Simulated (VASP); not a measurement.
# TePb (I4mm) in VASP: a series of runs, part 2 of 2

VASP 6.6.1. The steps go on from the part before.

**3. Single point, LDA (all Pb atoms moved +0.225 Å, as atom 2 along Cartesian [0 1 0])**

INCAR reads:

```
ALGO = Normal
EDIFF = 1E-6
ENCUT = 520
ISIF = 2
ISMEAR = 0
LASPH = T
LCHARG = F
LREAL = F
LWAVE = F
NBANDS = 17
NELM = 60
PREC = Accurate
SIGMA = 0.05
```

KPOINTS reads:

```
k-points
0
Gamma
  8 8 8
```

POSCAR reads:

```
TePb
1.0
    0.0000000000      3.2270000000      3.2270000000
    3.2270000000      0.0000000000      3.2270000000
    3.2270000000      3.2270000000      0.0000000000
Te Pb
1 1
Direct
    0.5000000000      0.5000000000      0.5000000000
    0.0348621010     -0.0348621010      0.0348621010
```

Potentials or basis: VASP PAW LDA potentials, release 64 (Te, Pb_d).

Launch:

```bash
cat potpaw_LDA.64/Te/POTCAR potpaw_LDA.64/Pb_d/POTCAR > POTCAR
mpirun -np 1 vasp_std > vasp.out
```

OUTCAR:

```text
EDIFF = 1E-6
   ENCUT = 520
   ISIF = 2
   ISMEAR = 0
   LASPH = T
   LREAL = F
   NELM = 60
   PREC = Accurate

 ion  position               nearest neighbor table
   1  0.500  0.500  0.500-   2 3.00   2 3.23   2 3.23   2 3.23   2 3.23   2 3.45
   2  0.035  0.965  0.035-   1 3.00   1 3.23   1 3.23   1 3.23   1 3.23   1 3.45

  LATTYP: Found a face centered cubic cell.
 ALAT       =     6.4540000000

  Lattice vectors:

 A1 = (   0.0000000000,   3.2270000000,   3.2270000000)
 A2 = (   3.2270000000,   0.0000000000,   3.2270000000)
 A3 = (   3.2270000000,   3.2270000000,   0.0000000000)

Analysis of symmetry for initial positions (statically):
=====================================================================
 Subroutine PRICEL returns:
 Original cell was already a primitive cell.

 Routine SETGRP: Setting up the symmetry group for a
 face centered cubic supercell.

 Subroutine GETGRP returns: Found  8 space group operations
 (whereof  8 operations were pure point group operations)
 out of a pool of 48 trial point group operations.

The static configuration has the point symmetry C_4v.

Analysis of symmetry for dynamics (positions and initial velocities):
=====================================================================
 Subroutine PRICEL returns:
 Original cell was already a primitive cell.

 Routine SETGRP: Setting up the symmetry group for a
 face centered cubic supercell.

 Subroutine GETGRP returns: Found  8 space group operations
 (whereof  8 operations were pure point group operations)
 out of a pool of 48 trial point group operations.

The dynamic configuration has the point symmetry C_4v.

 Subroutine INISYM returns: Found  8 space group operations
 (whereof  8 operations are pure point group operations),
 and found     1 'primitive' translations

----------------------------------------------------------------------------------------

                                     Primitive cell
[... 104 lines left out ...]
   EMIN   =  10.00;   EMAX   =-10.00  energy-range for DOS
   EFERMI =   0.00;   METHOD = LEGACY
   ISMEAR =     0;   SIGMA  =   0.05  broadening in eV -4-tet -1-fermi 0-gaus
   EFERMI_NEDOS =   21; number of points for ismear=-14 and -15
   IALGO  =     38    algorithm
   IMIX   =      4    mixing-type and parameters
     AMIX     =   0.40;   BMIX     =  1.00
     AMIX_MAG =   1.60;   BMIX_MAG =  1.00
  volume/ion in A,a.u.               =      33.60       226.77
  Fermi-wavevector in a.u.,A,eV,Ry     =   1.092972  2.065418 16.253366  1.194589
  Thomas-Fermi vector in A             =   2.229249
   LORBIT       =      0    0 simple, 1 ext, 2 COOP (PROOUT), +10 PAW based schemes
   GGA     = CA    functional components
   LHFCALC =     F    Hartree Fock is set to
   AEXX    =    0.0000 exact exchange contribution
   IVDW    =     0    specifies the selected vdW correction
   LEPSILON=     F    determine dielectric tensor
   LRPA    =     F    only Hartree local field effects (RPA)
 non-spin polarized calculation
 Gauss-broadening in eV      SIGMA  =   0.05
  energy-cutoff  :      520.00
  volume of cell :       67.21
 maximum number of plane-waves:      1837
 NGX is ok and might be reduce to    36
   NGX = 17   NGY = 17   NGZ = 17

 number of electron      19.9999997 magnetization

 Free energy of the ion-electron system (eV)
  ---------------------------------------------------
  ext. energy  EPLUGINS =         0.00000000
  ---------------------------------------------------
  free energy    TOTEN  =        -8.74887723 eV

  energy without entropy =       -8.74887723  energy(sigma->0) =       -8.74887723

 E-fermi :   5.5907     XC(G=0):  -9.5823

 val. band max:        5.3400363201   @ k =   0.5000   0.0000   0.0000
 cond. band min:       6.2443097240   @ k =   0.5000   0.0000   0.0000
 fundamental gap:      0.9042734038
 Fermi energy:         5.5907052738

 k-point     1 :       0.0000    0.0000    0.0000
  band No.  band energies     occupation
      1     -11.1859      2.00000
      2     -11.1835      2.00000
      3     -11.1703      2.00000
      4     -11.1645      2.00000
      5     -11.1645      2.00000
      6      -6.6739      2.00000
[... 457 lines left out ...]
      4     -11.1515      2.00000
      5     -11.1439      2.00000
      6      -5.1574      2.00000
[... 9 lines left out ...]
     16      15.0821      0.00000
     17      15.8347      0.00000

 [... further k-points ...]
[... 5 lines left out ...]
  --------------------------------------------------------------------------------------
  -------------------------------------------------------------------------------------
  Total       -0.6347401      0.1574138     -0.6347401      0.0000000      0.0000000     -0.0000000
  in kB      -15.1314168      3.7525504    -15.1314168      0.0000000      0.0000000     -0.0000000
  external PRESSURE =      -8.8367610 kB  Pullay stress =       0.0000000 kB

 VOLUME and BASIS-vectors are now :
 -----------------------------------------------------------------------------
  energy-cutoff  :      520.00
  volume of cell :       67.21
      direct lattice vectors                 reciprocal lattice vectors
     0.000000000  3.227000000  3.227000000    -0.154942671  0.154942671  0.154942671
     3.227000000  0.000000000  3.227000000     0.154942671 -0.154942671  0.154942671
     3.227000000  3.227000000  0.000000000     0.154942671  0.154942671 -0.154942671

 POSITION                                       TOTAL-FORCE (eV/Angst)
 -----------------------------------------------------------------------------------
      3.22700      3.22700      3.22700         0.000000      0.227841      0.000000
      3.22700      0.22500      3.22700         0.000000     -0.227841      0.000000
 -----------------------------------------------------------------------------------
    total drift:                               -0.000000     -0.000413     -0.000000

  FREE ENERGIE OF THE ION-ELECTRON SYSTEM (eV)
  ---------------------------------------------------
  free  energy   TOTEN  =        -8.7488772336 eV

  energy  without entropy=       -8.7488772336  energy(sigma->0) =       -8.74887723
```

OSZICAR:

```text
N       E                     dE             d eps       ncg     rms          rms(c)
DAV:   1     0.145243155277E+03    0.14524E+03   -0.88203E+03  2006   0.118E+03
DAV:   2     0.176387780093E+01   -0.14348E+03   -0.13881E+03  2079   0.290E+02
DAV:   3    -0.858300432201E+01   -0.10347E+02   -0.10286E+02  2661   0.841E+01
DAV:   4    -0.885865929569E+01   -0.27565E+00   -0.27545E+00  2642   0.153E+01
DAV:   5    -0.886775087719E+01   -0.90916E-02   -0.90913E-02  2825   0.250E+00    0.355E+00
DAV:   6    -0.875704529440E+01    0.11071E+00   -0.23960E-01  2944   0.355E+00    0.224E+00
DAV:   7    -0.874965235006E+01    0.73929E-02   -0.64823E-02  2689   0.128E+00    0.906E-01
DAV:   8    -0.874894835917E+01    0.70399E-03   -0.74091E-03  2568   0.792E-01    0.125E-01
DAV:   9    -0.874888284470E+01    0.65514E-04   -0.95584E-04  3088   0.267E-01    0.325E-02
DAV:  10    -0.874887653512E+01    0.63096E-05   -0.63790E-05  2673   0.595E-02    0.232E-02
DAV:  11    -0.874887721644E+01   -0.68132E-06   -0.16058E-05  2739   0.253E-02    0.936E-03
DAV:  12    -0.874887723357E+01   -0.17129E-07   -0.89801E-07  1532   0.803E-03
   1 F= -.87488772E+01 E0= -.87488772E+01  d E =-.298685E-14
```

stdout:

```text
POSCAR found type information on POSCAR TePb
 POSCAR found :  2 types and       2 ions
 scaLAPACK will be used
 LDA part: xc-table for (Slater(with rela. corr.)+CA(PZ))
 , standard interpolation
 POSCAR, INCAR and KPOINTS ok, starting setup
 FFT: planning ... GRIDC
 FFT: planning ... GRID_SOFT
 FFT: planning ... GRID
 WAVECAR not read
 entering main loop
```

Run time: 20 s. Hardware: 1 thread of Intel Xeon 6975P-C (Granite Rapids), shared host; peak memory 0.21 GiB.

Results:

| Quantity | Value |
| --- | --- |
| Free energy | -8.7489 eV |
| Pressure | -0.9 GPa |
| Largest force | 0.228 eV/Å |
| Band gap on the k mesh | 0.90 eV, direct |

Forces on the atoms (eV/Å):
```
Te   0.000  0.228  0.000
Pb   0.000 -0.228  0.000
```

Levels at points of the mesh, in eV from the valence-band top:
```tsv
k point	band 8	band 9	band 10	band 11	band 12	band 13
(0.00, 0.00, 0.00)	-1.32	-1.20	-1.20	3.87	3.87	4.22
(0.50, 0.00, 0.00)	-0.98	-0.80	0.00	0.90	1.36	1.59
(0.50, 0.50, 0.00)	-4.43	-2.70	-2.66	3.07	5.66	5.78
(0.50, 0.00, 0.50)	-4.23	-2.72	-2.72	3.36	5.55	5.55
```

Caveat: the cell differs from its parent crystal (all Pb atoms moved +0.225 Å, as atom 2 along Cartesian [0 1 0]); spin-orbit coupling is left out, which moves the levels of the heavy elements.

**4. Single point, LDA (all Pb atoms moved -0.150 Å, as atom 2 along Cartesian [0 1 0])**

INCAR reads:

```
SYSTEM = TePb
  PREC = Accurate
  ENCUT = 520
  EDIFF = 1E-6
  ISMEAR = 0
  SIGMA = 0.05
  LREAL = .False.
  LASPH = .True.
  NELM = 100
  ALGO = Normal
  ISIF = 2
  LWAVE = .False.
  LCHARG = .True.
  LELF = .True.
  LVHAR = .True.
  NBANDS = 17
```

KPOINTS reads:

```
regular mesh
0
Gamma
  8 8 8
  0 0 0
```

POSCAR: that of step 3 with these lines changed.

```diff
@@ -9,2 +9,2 @@
     0.5000000000      0.5000000000      0.5000000000
-    0.0348621010     -0.0348621010      0.0348621010
+   -0.0232414007      0.0232414007     -0.0232414007
```

Launch:

```bash
cat potpaw_LDA.64/Te/POTCAR potpaw_LDA.64/Pb_d/POTCAR > POTCAR
mpirun -np 1 vasp_std > vasp.out
```

Run time: 21 s. Hardware: 1 thread of Intel Xeon 6975P-C (Granite Rapids), shared host; peak memory 0.21 GiB.

The run converged. Its results:

| Item | Value |
| --- | --- |
| Free energy | -8.7603 eV |
| Pressure | -1.2 GPa |
| Largest force | 0.090 eV/Å |
| Band gap on the k mesh | 0.76 eV, direct |

Forces in eV/Å, atoms in the order of the input:
```
Te   0.000 -0.090  0.000
Pb   0.000  0.090  0.000
```

Stress tensor (GPa, compression positive):
```
-1.50  0.00  0.00
 0.00 -0.68  0.00
 0.00  0.00 -1.50
```

Levels at points of the mesh, in eV from the valence-band top:
| k point | band 8 | band 9 | band 10 | band 11 | band 12 | band 13 |
| --- | --- | --- | --- | --- | --- | --- |
| (0.00, 0.00, 0.00) | -1.34 | -1.28 | -1.28 | 3.94 | 3.94 | 4.10 |
| (0.50, 0.00, 0.00) | -0.92 | -0.84 | 0.00 | 0.76 | 1.28 | 1.38 |
| (0.50, 0.50, 0.00) | -4.49 | -2.77 | -2.75 | 3.16 | 5.52 | 5.58 |
| (0.50, 0.00, 0.50) | -4.40 | -2.77 | -2.77 | 3.30 | 5.47 | 5.47 |

Caveat: the cell differs from its parent crystal (all Pb atoms moved -0.150 Å, as atom 2 along Cartesian [0 1 0]); spin-orbit coupling is left out, which moves the levels of the heavy elements. A k mesh can miss the band edges.

**5. Single point, LDA (all Pb atoms moved +0.263 Å, as atom 2 along Cartesian [0 1 0])**

INCAR: that of step 4 with these lines changed.

```diff
@@ -12,5 +12,4 @@
   LWAVE = .False.
-  LCHARG = .True.
-  LELF = .True.
-  LVHAR = .True.
+  LCHARG = .False.
+  GGA = CA
   NBANDS = 17
```

KPOINTS reads:

```
Automatic mesh
0
Gamma
  8 8 8
  0 0 0
```

POSCAR: that of step 4 with these lines changed.

```diff
@@ -9,2 +9,2 @@
     0.5000000000      0.5000000000      0.5000000000
-   -0.0232414007      0.0232414007     -0.0232414007
+    0.0406724512     -0.0406724512      0.0406724512
```

Launch:

```bash
cat potpaw_LDA.64/Te/POTCAR potpaw_LDA.64/Pb_d/POTCAR > POTCAR
mpirun -np 1 vasp_std > vasp.out
```

It took 22 s on 1 thread of Intel Xeon 6975P-C (Granite Rapids), shared host; peak memory 0.21 GiB.

It converged, with:

| Property | Result |
| --- | --- |
| Free energy | -8.7385 eV |
| Pressure | -0.6 GPa |
| Largest force | 0.330 eV/Å |
| Band gap on the k mesh | 0.96 eV, indirect (least direct gap 0.98 eV) |

Forces in eV/Å, atoms in the order of the input:
```
Te   0.000  0.330  0.000
Pb   0.000 -0.330  0.000
```

Stress tensor (GPa, compression positive):
```
-1.52  0.00  0.00
 0.00  1.09  0.00
 0.00  0.00 -1.52
```

Levels at points of the mesh, in eV from the valence-band top:
```csv
k point,band 6,band 7,band 8,band 9,band 10,band 11,band 12,band 13,band 14,band 15
"(0.00, 0.00, 0.00)",-12.02,-5.47,-1.34,-1.18,-1.18,3.80,3.80,4.26,5.91,6.20
"(0.50, 0.00, 0.00)",-10.62,-8.45,-1.03,-0.80,-0.03,0.96,1.39,1.68,8.21,9.33
"(0.50, 0.50, 0.00)",-10.37,-7.18,-4.42,-2.69,-2.64,2.99,5.72,5.86,6.73,10.16
"(0.50, 0.00, 0.50)",-10.25,-7.51,-4.15,-2.71,-2.71,3.37,5.56,5.56,6.91,10.19
```

Caveat: the cell differs from its parent crystal (all Pb atoms moved +0.263 Å, as atom 2 along Cartesian [0 1 0]); spin-orbit coupling is left out, which moves the levels of the heavy elements. A k mesh can miss the band edges.

**6. Single point, LDA (all Pb atoms moved +0.188 Å, as atom 2 along Cartesian [0 1 0])**

INCAR reads:

```
PREC = Accurate ; ENCUT = 520
EDIFF = 1E-6 ; ISMEAR = 0
SIGMA = 0.05 ; LREAL = F
LASPH = T ; NELM = 60
ALGO = Normal ; ISIF = 2
LWAVE = F ; LCHARG = F
GGA = CA ; NBANDS = 17
```

KPOINTS reads:

```
regular mesh
0
Gamma
  8 8 8
```

POSCAR: that of step 5 with these lines changed.

```diff
@@ -9,2 +9,2 @@
     0.5000000000      0.5000000000      0.5000000000
-    0.0406724512     -0.0406724512      0.0406724512
+    0.0290517509     -0.0290517509      0.0290517509
```

Potentials or basis: VASP PAW LDA potentials, release 64 (Te, Pb_d).

Launch:

```bash
cat potpaw_LDA.64/Te/POTCAR potpaw_LDA.64/Pb_d/POTCAR > POTCAR
mpirun -np 1 vasp_std > vasp.out
```

Wall time 22 s (1 thread of Intel Xeon 6975P-C (Granite Rapids), shared host); peak memory 0.21 GiB.

It converged, with:

| Property | Result |
| --- | --- |
| Free energy | -8.7559 eV |
| Pressure | -1.1 GPa |
| Largest force | 0.149 eV/Å |
| Band gap on the k mesh | 0.83 eV, direct |

Forces in eV/Å, atoms in the order of the input:
```
Te   0.000  0.149  0.000
Pb   0.000 -0.149  0.000
```

Stress tensor (GPa, compression positive):
```
-1.51  0.00  0.00
 0.00 -0.21  0.00
 0.00  0.00 -1.51
```

Levels at points of the mesh, in eV from the valence-band top:
```
           k point  band 8  band 9  band 10  band 11  band 12  band 13
(0.00, 0.00, 0.00)   -1.33   -1.24    -1.24     3.91     3.91     4.15
(0.50, 0.00, 0.00)   -0.95   -0.82     0.00     0.83     1.32     1.48
(0.50, 0.50, 0.00)   -4.46   -2.74    -2.71     3.12     5.59     5.67
(0.50, 0.00, 0.50)   -4.32   -2.75    -2.75     3.33     5.51     5.51
```

Caveat: the cell differs from its parent crystal (all Pb atoms moved +0.188 Å, as atom 2 along Cartesian [0 1 0]); spin-orbit coupling is left out, which moves the levels of the heavy elements. A k mesh can miss the band edges.
